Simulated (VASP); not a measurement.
Wanted: the native input for a VASP 6.6.1 run.

```
Task                   : relaxation of cell and atoms
Functional             : BLYP
Dispersion             : D3(BJ)
Potentials or basis    : VASP PAW PBE potentials, release 64 (V_sv)
Cutoff                 : 600 eV
k mesh                 : 12 × 12 × 12
Occupations            : fermi-dirac, width 0.05 eV
Spin                   : collinear spin, ferromagnetic start
Starting moments       : [2.0] μB
Dipole correction      : no
Further INCAR settings : ALGO = Normal; EDIFF = 1e-07; IBRION = 2; EDIFFG = -0.01; NSW = 60; ISIF = 3
```

The structure of V lies in POSCAR:

```
V
1.0
   -1.5143500000      1.5143500000      1.5143500000
    1.5143500000     -1.5143500000      1.5143500000
    1.5143500000      1.5143500000     -1.5143500000
V
1
Direct
    0.0000000000      0.0000000000      0.0000000000
```

One way to write it, as run:

INCAR

```
SYSTEM = V
PREC     = Accurate       ! precision mode
ENCUT    = 600            ! plane-wave cutoff, eV
EDIFF    = 1E-7           ! SCF threshold, eV
ISMEAR   = -1             ! smearing method
SIGMA    = 0.05           ! smearing width, eV
LREAL    = .FALSE.        ! projectors in reciprocal space
LASPH    = .TRUE.         ! aspherical terms in the spheres
NELM     = 150            ! most SCF steps
ALGO     = Normal         ! electronic algorithm
ISIF     = 3              ! what is computed and relaxed
LWAVE    = .FALSE.        ! write WAVECAR
LCHARG   = .FALSE.        ! write CHGCAR
ISPIN    = 2              ! spin polarisation
MAGMOM   = 2              ! initial moments
LORBIT   = 11             ! projections on sites
LMAXMIX  = 4              ! l up to which the mixer works
GGA      = B5             ! functional
ALDAX    = 1.0          
AGGAX    = 1.0          
AGGAC    = 1.0          
ALDAC    = 0.0          
IVDW     = 12             ! dispersion correction
VDW_S6   = 1.0          
VDW_S8   = 2.6996       
VDW_A1   = 0.4298       
VDW_A2   = 4.2359       
IBRION   = 2              ! ionic algorithm
NSW      = 60             ! ionic steps
EDIFFG   = -0.01          ! ionic threshold
```

KPOINTS

```
Automatic mesh
0
G
  12 12 12
  0 0 0
```

Potentials or basis: VASP PAW PBE potentials, release 64 (V_sv).

Launch:

```bash
$ cat potpaw_PBE.64/V_sv/POTCAR > POTCAR
$ mpirun -np 1 vasp_std > vasp.out
```

Results of the run:

The relaxed volume is 12.34 Å³/atom. The relaxed cell is a = 2.521 Å, b = 2.521 Å, c = 2.521 Å, α = 109.47°, β = 109.47°, γ = 109.47°. The space group after relaxing (to 0.05 Å) is Im-3m (No. 229), the energy gained by relaxing is 103.5 meV/atom and the ionic steps are 4. The pressure after relaxing is -0.1 GPa. The net moment is 0.00 μB per cell and the valence electrons inside the program's atomic spheres are V 11.88. The dispersion energy per atom is -1.750 eV.

Caveat: the PAW data sets were made with another functional, which shifts forces and pressure a little; the volume moved by -11 % from the deposited cell, more than functionals usually miss; pairwise dispersion overbinds metals, which lowers pressure and volume.

Run time: 120 s on 1 thread of Intel(R) Xeon(R) Platinum 8488C (Sapphire Rapids) (shared host), peak memory 0.18 GiB.
